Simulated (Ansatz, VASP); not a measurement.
**One calculation of AlCu, two programs**

The input INCAR:

```
PREC = Accurate
ENCUT = 520
EDIFF = 1E-6
ISMEAR = 0
SIGMA = 0.1
LREAL = False
LASPH = True
NELM = 100
ALGO = Normal
ISIF = 2
LWAVE = False
LCHARG = False
GGA = PS
NBANDS = 14
```

KPOINTS

```
regular mesh
0
Gamma
  14 14 14
```

The input POSCAR:

```
AlCu
1.0
    3.1421388092      0.0000000000      0.0000000000
    0.0000000000      3.1421388092      0.0000000000
    0.0000000000      0.0000000000      3.1421388092
Al Cu
1 1
Direct
    0.0000000000      0.0000000000      0.0000000000
    0.5000000000      0.5000000000      0.5000000000
```

Input for Ansatz:

```yaml
crystal:
  lattice:
    - [3.1421388092, 0.0, 0.0]
    - [0.0, 3.1421388092, 0.0]
    - [0.0, 0.0, 3.1421388092]
  atoms:
    - { symbol: Al, position: [0.0, 0.0, 0.0] }
    - { symbol: Cu, position: [0.5, 0.5, 0.5] }
basis:
  ecutwfc: 420
kpoints:
  mp_grid: { grid: [14, 14, 14] }
hamiltonian:
  xc: pbesol
scf:
  occupations: { method: gaussian, width: 0.1 }
output:
  forces: true
  stress: true
  eigenvalues: true
```

Alike in both runs: task single point; functional PBEsol; k mesh 14 × 14 × 14; occupations gaussian, width 0.1 eV; no spin polarisation.

|  | VASP | Ansatz |
| --- | --- | --- |
| version | VASP 6.6.1 | Ansatz 0.2.0 |
| potentials or method | VASP PAW PBE potentials, release 64 (Al, Cu), cutoff 520 eV | scalar-relativistic, plane waves, PAW |
| valence electrons in the cell | 14 | 22 |

Ansatz gave:

* gap on the k mesh at the Fermi level (eV): none
* pressure (GPa): -15.1

Which values does VASP return?

gap on the k mesh at the Fermi level (eV): none; pressure (GPa): -14.2.

VASP's potentials were made for PBE, not for PBEsol. A gap of «none» marks a metal or a gap that the smearing closes. VASP's potentials hold 14 valence electrons a cell and Ansatz's 22, so a difference there can come from the potentials and not from the codes.
